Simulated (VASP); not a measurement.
# W (Im-3m) in VASP: a series of runs

The runs below take W through single point, with PBEsol+D3(BJ).

Everything below comes from runs of VASP 6.6.1. Logs are shortened: lines on timing, memory, paths and dates and some standing lists are left out, and cuts for length are marked.

## 1. The cell of the first run

Symmetry: Im-3m, No. 229, cubic system. Conventional cell: a = 3.150 Å, b = 3.150 Å, c = 3.150 Å, α = 90.00°, β = 90.00°, γ = 90.00°. W (site symmetry m-3m) has 14 W at 2.73 to 3.15 Å within 3.6 Å.

## 2. Single point, PBEsol+D3(BJ)

The input, INCAR:

```
SYSTEM = W
PREC     = Accurate       ! precision mode
ENCUT    = 500            ! plane-wave cutoff, eV
EDIFF    = 1E-6           ! SCF threshold, eV
ISMEAR   = 0              ! smearing method
SIGMA    = 0.1            ! smearing width, eV
LREAL    = .False.        ! projectors in reciprocal space
LASPH    = .True.         ! aspherical terms in the spheres
NELM     = 120            ! most SCF steps
ALGO     = Normal         ! electronic algorithm
ISIF     = 2              ! what is computed and relaxed
LWAVE    = .False.        ! write WAVECAR
LCHARG   = .True.         ! write CHGCAR
GGA      = PS             ! functional
IVDW     = 12             ! dispersion correction
LELF     = .True.         ! ELF
LVHAR    = .True.       
NBANDS   = 13             ! bands
GGA_COMPAT= .False.
```

The input, KPOINTS:

```
Automatic mesh
0
Gamma
  8 8 8
  0 0 0
```

The input, POSCAR:

```
W
1.0
   -1.5750000000      1.5750000000      1.5750000000
    1.5750000000     -1.5750000000      1.5750000000
    1.5750000000      1.5750000000     -1.5750000000
W
1
Direct
    0.0000000000      0.0000000000      0.0000000000
```

Potentials or basis: VASP PAW PBE potentials, release 64 (W_sv).

Started as:

```console
cat potpaw_PBE.64/W_sv/POTCAR > POTCAR
mpirun -np 1 vasp_std > vasp.out
```

OUTCAR:

```text
SYSTEM = W
   PREC = Accurate
   ENCUT = 500
   EDIFF = 1E-6
   ISMEAR = 0
   LREAL = .False.
   LASPH = .True.
   NELM = 120
   ISIF = 2
   GGA = PS
   IVDW = 12
 IVDW          = 12

 ion  position               nearest neighbor table
   1  0.000  0.000  0.000-

  LATTYP: Found a body centered cubic cell.
 ALAT       =     3.1500000000

  Lattice vectors:

 A1 = (  -1.5750000000,   1.5750000000,   1.5750000000)
 A2 = (   1.5750000000,  -1.5750000000,   1.5750000000)
 A3 = (   1.5750000000,   1.5750000000,  -1.5750000000)

Analysis of symmetry for initial positions (statically):
=====================================================================
 Subroutine PRICEL returns:
 Original cell was already a primitive cell.

 Routine SETGRP: Setting up the symmetry group for a
 body centered cubic supercell.

 Subroutine GETGRP returns: Found 48 space group operations
 (whereof 48 operations were pure point group operations)
 out of a pool of 48 trial point group operations.

The static configuration has the point symmetry O_h .

Analysis of symmetry for dynamics (positions and initial velocities):
=====================================================================
 Subroutine PRICEL returns:
 Original cell was already a primitive cell.

 Routine SETGRP: Setting up the symmetry group for a
 body centered cubic supercell.

 Subroutine GETGRP returns: Found 48 space group operations
 (whereof 48 operations were pure point group operations)
 out of a pool of 48 trial point group operations.

The dynamic configuration has the point symmetry O_h .

 Subroutine INISYM returns: Found 48 space group operations
 (whereof 48 operations are pure point group operations),
 and found     1 'primitive' translations

----------------------------------------------------------------------------------------

                                     Primitive cell

  volume of cell :      15.6279

  direct lattice vectors                    reciprocal lattice vectors
    -1.575000000  1.575000000  1.575000000     0.000000000  0.317460317  0.317460317
     1.575000000 -1.575000000  1.575000000     0.317460317  0.000000000  0.317460317
     1.575000000  1.575000000 -1.575000000     0.317460317  0.317460317  0.000000000

  length of vectors
     2.727980022  2.727980022  2.727980022     0.448956686  0.448956686  0.448956686

  position of ions in fractional coordinates (direct lattice)
     0.000000000  0.000000000  0.000000000

  ion indices of the primitive-cell ions
   primitive index   ion index
                 1           1

----------------------------------------------------------------------------------------

 KPOINTS: Automatic mesh

Automatic generation of k-mesh.
 Grid dimensions read from file:
 generate k-points for:    8    8    8

 Generating k-lattice:

  Cartesian coordinates                     Fractional coordinates (reciprocal lattice)
     0.000000000  0.039682540  0.039682540     0.125000000  0.000000000  0.000000000
     0.039682540  0.000000000  0.039682540     0.000000000  0.125000000  0.000000000
     0.039682540  0.039682540  0.000000000     0.000000000  0.000000000  0.125000000

  Length of vectors
     0.056119586  0.056119586  0.056119586

  Shift w.r.t. Gamma in fractional coordinates (k-lattice)
     0.000000000  0.000000000  0.000000000

 Subroutine IBZKPT returns following result:
 ===========================================

 Found     29 irreducible k-points:

 Following reciprocal coordinates:
            Coordinates               Weight
  0.000000  0.000000  0.000000      1.000000
  0.125000  0.000000  0.000000     12.000000
  0.250000  0.000000  0.000000     12.000000
  0.375000  0.000000  0.000000     12.000000
  0.500000  0.000000  0.000000      6.000000
  0.125000  0.125000  0.000000     24.000000
[... 16 lines left out ...]
 -0.250000  0.250000  0.250000      6.000000
 -0.375000  0.375000  0.250000     24.000000
 [... further k-points ...]
   k-points           NKPTS =     29   k-points in BZ     NKDIM =     29   number of bands    NBANDS=     13
   number of dos      NEDOS =    301   number of ions     NIONS =      1
   total plane-waves  NPLWV =   8000
   dimension x,y,z NGX =    20 NGY =   20 NGZ =   20
   dimension x,y,z NGXF=    40 NGYF=   40 NGZF=   40
   ions per type =               1
   NGX,Y,Z   is equivalent  to a cutoff of  12.19, 12.19, 12.19 a.u.
   NGXF,Y,Z  is equivalent  to a cutoff of  24.38, 24.38, 24.38 a.u.
 SYSTEM =  W
   PREC   = accura    normal or accurate (medium, high low for compatibility)
   ISTART =      0    job   : 0-new  1-cont  2-samecut
   ICHARG =      2    charge: 1-file 2-atom 10-const
   ISPIN  =      1    spin polarized calculation?
   LNONCOLLINEAR =      F non collinear calculations
   LSORBIT =      F    spin-orbit coupling
   LASPH  =      T    aspherical Exc in radial PAW
   ENCUT  =  500.0 eV  36.75 Ry    6.06 a.u.   4.97  4.97  4.97*2*pi/ulx,y,z
   NELM   =    120;   NELMIN=  2; NELMDL= -5     # of ELM steps
   EDIFF  = 0.1E-05   stopping-criterion for ELM
   LREAL  =      F    real-space projection
   EDIFFG = 0.1E-04   stopping-criterion for IOM
   NSW    =      0    number of steps for IOM
   IBRION =     -1    ionic relax: 0-MD 1-quasi-New 2-CG
   NFREE  =      0    steps in history (QN), initial steepest desc. (CG)
   ISIF   =      2    stress and relaxation
   ISYM   =      2    0-nonsym 1-usesym 2-fastsym
   POTIM  = 0.5000    time-step for ionic-motion
   TEBEG  =    0.0;   TEEND  =   0.0 temperature during run
   PSTRESS=    0.0 pullay stress
   NELECT =      14.0000    total number of electrons
   NUPDOWN=      -1.0000    fix difference up-down
   EMIN   =  10.00;   EMAX   =-10.00  energy-range for DOS
   EFERMI =   0.00;   METHOD = LEGACY
   ISMEAR =     0;   SIGMA  =   0.10  broadening in eV -4-tet -1-fermi 0-gaus
   EFERMI_NEDOS =   21; number of points for ismear=-14 and -15
   IALGO  =     38    algorithm
   IMIX   =      4    mixing-type and parameters
     AMIX     =   0.40;   BMIX     =  1.00
     AMIX_MAG =   1.60;   BMIX_MAG =  1.00
  volume/ion in A,a.u.               =      15.63       105.46
  Fermi-wavevector in a.u.,A,eV,Ry     =   1.578157  2.982285 33.886404  2.490580
  Thomas-Fermi vector in A             =   2.678731
   LORBIT       =      0    0 simple, 1 ext, 2 COOP (PROOUT), +10 PAW based schemes
   GGA     = PS    functional components
   LHFCALC =     F    Hartree Fock is set to
   AEXX    =    0.0000 exact exchange contribution
   IVDW    =    12    specifies the selected vdW correction
   LEPSILON=     F    determine dielectric tensor
   LRPA    =     F    only Hartree local field effects (RPA)
 non-spin polarized calculation
 Gauss-broadening in eV      SIGMA  =   0.10
  energy-cutoff  :      500.00
  volume of cell :       15.63
 maximum number of plane-waves:       420
   NGX =  9   NGY =  9   NGZ =  9

 number of electron      14.0000005 magnetization

 Free energy of the ion-electron system (eV)
  ---------------------------------------------------
  ext. energy  EPLUGINS =         0.00000000
  ---------------------------------------------------
  free energy    TOTEN  =       -13.80377903 eV

  energy without entropy =      -13.80377728  energy(sigma->0) =      -13.80377816

 E-fermi :  11.2456     XC(G=0): -13.8419

 val. band max:       10.9630974724   @ k =   0.1250   0.0000   0.0000
 cond. band min:      11.5290019619   @ k =  -0.2500   0.2500   0.1250
 fundamental gap:      0.5659044895
 Fermi energy:        11.2455751582

 k-point     1 :       0.0000    0.0000    0.0000
  band No.  band energies     occupation
      1     -62.6464      2.00000
      2     -26.1825      2.00000
      3     -26.1825      2.00000
      4     -26.1825      2.00000
      5       1.7499      2.00000
      6      10.2247      2.00000
      7      10.2247      2.00000
      8      10.2247      2.00000
      9      13.7495      0.00000
     10      13.7495      0.00000
     11      26.0552      0.00000
     12      26.0552      0.00000
     13      26.0552      0.00000

 k-point     2 :       0.1250    0.0000    0.0000
  band No.  band energies     occupation
      1     -62.6256      2.00000
      2     -26.3960      2.00000
      3     -26.2491      2.00000
      4     -26.1837      2.00000
      5       2.4939      2.00000
      6       9.7874      2.00000
      7      10.0735      2.00000
      8      10.9631      1.99994
      9      13.1962      0.00000
     10      13.7655      0.00000
     11      26.6155      0.00000
     12      27.3282      0.00000
     13      27.7062      0.00000

 k-point     3 :       0.2500    0.0000    0.0000
  band No.  band energies     occupation
      1     -62.5750      2.00000
      2     -26.8887      2.00000
      3     -26.4068      2.00000
      4     -26.1866      2.00000
      5       4.1981      2.00000
      6       8.8822      2.00000
      7       9.5920      2.00000
      8      13.0477      0.00000
      9      13.1223      0.00000
     10      13.9444      0.00000
     11      26.3402      0.00000
     12      28.2260      0.00000
     13      30.6923      0.00000

 k-point     4 :       0.3750    0.0000    0.0000
  band No.  band energies     occupation
      1     -62.5241      2.00000
      2     -27.3532      2.00000
      3     -26.5602      2.00000
      4     -26.1897      2.00000
      5       5.1124      2.00000
      6       8.1230      2.00000
      7      10.5979      2.00000
      8      13.6781      0.00000
      9      14.3686      0.00000
     10      15.9533      0.00000
     11      24.1138      0.00000
     12      24.7213      0.00000
     13      31.2298      0.00000

 k-point     5 :       0.5000    0.0000    0.0000
  band No.  band energies     occupation
      1     -62.5028      2.00000
      2     -27.5383      2.00000
      3     -26.6226      2.00000
      4     -26.1910      2.00000
      5       5.0985      2.00000
      6       7.8394      2.00000
      7      12.2270      0.00000
      8      13.6580      0.00000
      9      14.6521      0.00000
     10      17.7790      0.00000
     11      22.7851      0.00000
     12      23.0180      0.00000
     13      28.5019      0.00000
[... 257 lines left out ...]
 k-point    22 :       0.2500    0.2500    0.2500
  band No.  band energies     occupation
      1     -62.4932      2.00000
      2     -26.8694      2.00000
      3     -26.8694      2.00000
      4     -26.8694      2.00000
      5       8.4872      2.00000
      6       8.4872      2.00000
      7       8.4872      2.00000
      8      14.8225      0.00000
      9      14.8225      0.00000
     10      18.1961      0.00000
     11      23.9286      0.00000
     12      23.9286      0.00000
     13      23.9286      0.00000

 k-point    23 :      -0.2500    0.2500    0.2500
  band No.  band energies     occupation
      1     -62.5126      2.00000
      2     -26.9141      2.00000
      3     -26.6492      2.00000
      4     -26.6492      2.00000
      5       6.2317      2.00000
      6       8.5757      2.00000
      7      10.9403      1.99998
      8      10.9403      1.99998
      9      12.8643      0.00000
     10      15.0286      0.00000
     11      26.0990      0.00000
     12      31.2657      0.00000
     13      31.2657      0.00000

 k-point    24 :      -0.3750    0.3750    0.2500
  band No.  band energies     occupation
      1     -62.4683      2.00000
      2     -27.1957      2.00000
      3     -26.8146      2.00000
      4     -26.6893      2.00000
      5       6.8610      2.00000
      6       7.5722      2.00000
      7      10.9440      1.99998
      8      11.7516      0.00000
      9      15.2896      0.00000
     10      15.9549      0.00000
     11      25.3882      0.00000
     12      27.9351      0.00000
     13      29.0334      0.00000

 [... further k-points ...]

------------------------ aborting loop because EDIFF is reached ----------------------------------------

 Edisp (eV)   -0.75428

 E8    (eV) :    -0.5530

  FORCE on cell =-STRESS in cart. coord.  units (eV):
  Direction    XX          YY          ZZ          XY          YZ          ZX
  --------------------------------------------------------------------------------------
  -------------------------------------------------------------------------------------
  Total      -0.51570    -0.51570    -0.51570    -0.00000    -0.00000     0.00000
  in kB     -52.86919   -52.86919   -52.86919    -0.00000    -0.00000     0.00000
  external pressure =      -52.87 kB  Pullay stress =        0.00 kB

 VOLUME and BASIS-vectors are now :
 -----------------------------------------------------------------------------
  energy-cutoff  :      500.00
  volume of cell :       15.63
      direct lattice vectors                 reciprocal lattice vectors
    -1.575000000  1.575000000  1.575000000     0.000000000  0.317460317  0.317460317
     1.575000000 -1.575000000  1.575000000     0.317460317  0.000000000  0.317460317
     1.575000000  1.575000000 -1.575000000     0.317460317  0.317460317  0.000000000

 POSITION                                       TOTAL-FORCE (eV/Angst)
 -----------------------------------------------------------------------------------
      0.00000      0.00000      0.00000         0.000000     -0.000000      0.000000
 -----------------------------------------------------------------------------------
    total drift:                                0.000000     -0.000000      0.000000

  FREE ENERGIE OF THE ION-ELECTRON SYSTEM (eV)
  ---------------------------------------------------
  free  energy   TOTEN  =       -14.5580622621 eV

  energy  without entropy=      -14.5580605077  energy(sigma->0) =      -14.55806138
```

Wall time 7.6 s (1 thread of AMD EPYC 7R43 (Zen 3), shared host); peak memory 0.1 GiB.

Results:

```
Free energy                : -14.5581 eV
Pressure                   : -5.3 GPa
Band gap on the k mesh     : zero (band 7 reaches 16.77 eV, above the bottom of band 8 at 10.22 eV)
Dispersion energy per atom : -0.754 eV
```

Caveat: the PAW data sets were made with another functional, which shifts forces and pressure a little; spin-orbit coupling is left out, which moves the levels of the heavy elements; pairwise dispersion overbinds metals, which lowers pressure and volume.

## 3. Single point, PBEsol+D3(BJ)

This run uses another cell than the first one, of 15.33 Å³/atom, 0.981 times its volume.

The input, INCAR:

```
ALGO = Normal
EDIFF = 1E-6
ENCUT = 500
GGA = PS
GGA_COMPAT = False
ISIF = 2
ISMEAR = 0
IVDW = 12
LASPH = True
LCHARG = True
LELF = True
LREAL = False
LVHAR = True
LWAVE = False
NBANDS = 13
NELM = 120
PREC = Accurate
SIGMA = 0.1
```

The input, KPOINTS:

```
k-points
0
Gamma
  18 18 18
```

The input, POSCAR:

```
W
1.0
   -1.5649337742      1.5649337742      1.5649337742
    1.5649337742     -1.5649337742      1.5649337742
    1.5649337742      1.5649337742     -1.5649337742
W
1
Direct
    0.0000000000      0.0000000000      0.0000000000
```

Potentials or basis: VASP PAW PBE potentials, release 64 (W_sv).

Started as:

```console
cat potpaw_PBE.64/W_sv/POTCAR > POTCAR
mpirun -np 1 vasp_std > vasp.out
```

OUTCAR:

```text
EDIFF = 1E-6
   ENCUT = 500
   GGA = PS
   ISIF = 2
   ISMEAR = 0
   IVDW = 12
   LASPH = True
   LREAL = False
   NELM = 120
   PREC = Accurate
 IVDW          = 12

 ion  position               nearest neighbor table
   1  0.000  0.000  0.000-

  LATTYP: Found a body centered cubic cell.
 ALAT       =     3.1298675484

  Lattice vectors:

 A1 = (  -1.5649337742,   1.5649337742,   1.5649337742)
 A2 = (   1.5649337742,  -1.5649337742,   1.5649337742)
[... 562 lines left out ...]
     12      24.5299      0.00000
     13      29.1003      0.00000

 [... further k-points ...]

------------------------ aborting loop because EDIFF is reached ----------------------------------------

 Edisp (eV)   -0.76901

 E8    (eV) :    -0.5638

  FORCE on cell =-STRESS in cart. coord.  units (eV):
  Direction    XX          YY          ZZ          XY          YZ          ZX
  --------------------------------------------------------------------------------------
  -------------------------------------------------------------------------------------
  Total       0.06751     0.06751     0.06751     0.00000     0.00000     0.00000
  in kB       7.05543     7.05543     7.05543     0.00000     0.00000     0.00000
  external pressure =        7.06 kB  Pullay stress =        0.00 kB

 VOLUME and BASIS-vectors are now :
 -----------------------------------------------------------------------------
  energy-cutoff  :      500.00
  volume of cell :       15.33
      direct lattice vectors                 reciprocal lattice vectors
    -1.564933774  1.564933774  1.564933774     0.000000000  0.319502338  0.319502338
     1.564933774 -1.564933774  1.564933774     0.319502338  0.000000000  0.319502338
     1.564933774  1.564933774 -1.564933774     0.319502338  0.319502338  0.000000000

 POSITION                                       TOTAL-FORCE (eV/Angst)
 -----------------------------------------------------------------------------------
      0.00000      0.00000      0.00000         0.000000     -0.000000      0.000000
 -----------------------------------------------------------------------------------
    total drift:                               -0.000000     -0.000000      0.000000

  FREE ENERGIE OF THE ION-ELECTRON SYSTEM (eV)
  ---------------------------------------------------
  free  energy   TOTEN  =       -14.5597908050 eV

  energy  without entropy=      -14.5563637863  energy(sigma->0) =      -14.55807730
```

stdout:

```text
POSCAR found type information on POSCAR W
 POSCAR found :  1 types and       1 ions
 scaLAPACK will be used
 -----------------------------------------------------------------------------
|                                                                             |
|                                                                             |
|     You enforced a specific xc type in the INCAR file but a different       |
|     I HOPE YOU KNOW WHAT YOU ARE DOING!                                     |
|                                                                             |
 -----------------------------------------------------------------------------

 LDA part: xc-table for (Slater+PW92), standard interpolation
 POSCAR, INCAR and KPOINTS ok, starting setup
 FFT: planning ... GRIDC
 FFT: planning ... GRID_SOFT
 FFT: planning ... GRID
 WAVECAR not read
 entering main loop
```

Run time: 55 s. Hardware: 1 thread of AMD EPYC 7R43 (Zen 3), shared host; peak memory 0.13 GiB.

Results:

- Free energy: -14.5598 eV
- Pressure: 0.7 GPa
- Band gap on the k mesh: zero (band 7 reaches 17.19 eV, above the bottom of band 8 at 10.47 eV)
- Dispersion energy per atom: -0.769 eV

Caveat: the PAW data sets were made with another functional, which shifts forces and pressure a little; spin-orbit coupling is left out, which moves the levels of the heavy elements; pairwise dispersion overbinds metals, which lowers pressure and volume.
